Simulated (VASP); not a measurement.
Input of a VASP 6.6.1 run:

Contents of INCAR:

```
PREC = Accurate
ENCUT = 600
EDIFF = 1E-6
ISMEAR = 0
SIGMA = 0.2
LREAL = False
LASPH = True
NELM = 60
ALGO = Normal
ISIF = 3
LWAVE = False
LCHARG = False
GGA = PE
IBRION = 2
NSW = 36
EDIFFG = -0.08
```

The input KPOINTS:

```
regular mesh
0
Gamma
  3 3 3
```

File POSCAR:

```
GaS5
1.0
    3.2833175500     -4.4713622000      0.0000000000
    3.2833175500      4.4713622000      0.0000000000
    0.0000000000      0.0000000000      5.4970448500
Ga S
1 5
Direct
    0.0000000000      0.0000000000      0.0000000000
    0.0000000000      0.5000000000      0.5000000000
    0.5000000000      0.0000000000      0.5000000000
    0.0000000000      0.5000000000      0.0000000000
    0.5000000000      0.0000000000      0.0000000000
    0.0000000000      0.0000000000      0.5000000000
```

Potentials or basis: VASP PAW PBE potentials, release 64 (Ga_d, S).

The run is started by

```console
$ cat potpaw_PBE.64/Ga_d/POTCAR potpaw_PBE.64/S/POTCAR > POTCAR
$ mpirun -np 1 vasp_std > vasp.out
```

Predict the band gap on the k mesh.

zero (an odd number of electrons rules out a gap without spin polarisation).

Estimate the relaxed cell.

a = 5.593 Å, b = 5.593 Å, c = 4.427 Å, α = 90.00°, β = 90.00°, γ = 92.66°.

Estimate the space group after relaxing (to 0.1 Å).

Cmmm (No. 65).

What does it give for the relaxed volume?

23.06 Å³/atom.

The path:
```tsv
step	energy change (eV)	largest force (eV/Å)	pressure (GPa)	volume (Å³)
1	0.0000	0.0000	-9.12	161.40
2	-2.2478	0.0000	-2.88	127.90
3	-2.4842	0.0000	2.28	119.04
4	-2.6027	0.0000	6.54	119.39
5	-2.6333	0.0000	4.68	119.33
6	-2.7971	0.0000	0.00	129.66
7	-2.8026	0.0000	-1.03	132.67
8	-2.8549	0.0000	-0.04	136.46
9	-2.8549	0.0000	-0.05	136.40
10	-2.8701	0.0000	0.09	136.78
11	-2.9157	0.0000	0.53	137.80
12	-2.9272	0.0000	1.66	139.32
13	-2.9383	0.0000	1.16	138.78
14	-2.9423	0.0000	1.06	139.00
15	-2.9528	0.0000	0.80	139.62
16	-2.9680	0.0000	0.30	140.85
17	-2.9770	0.0000	-0.64	143.15
18	-2.9773	0.0000	-0.40	142.58
19	-2.9807	0.0000	-0.46	142.29
20	-2.9882	0.0000	-0.59	141.42
21	-2.9911	0.0000	-0.81	139.66
22	-2.9919	0.0000	-0.77	140.23
23	-2.9954	0.0000	-0.33	139.05
24	-2.9963	0.0000	-0.10	138.34
```

Caveat: the k points lie up to 0.47 Å⁻¹ apart in the final cell, too coarse for converged energies and pressures of a metal; a cell axis changed by over 15 % at a fixed basis, so the end point is rough.
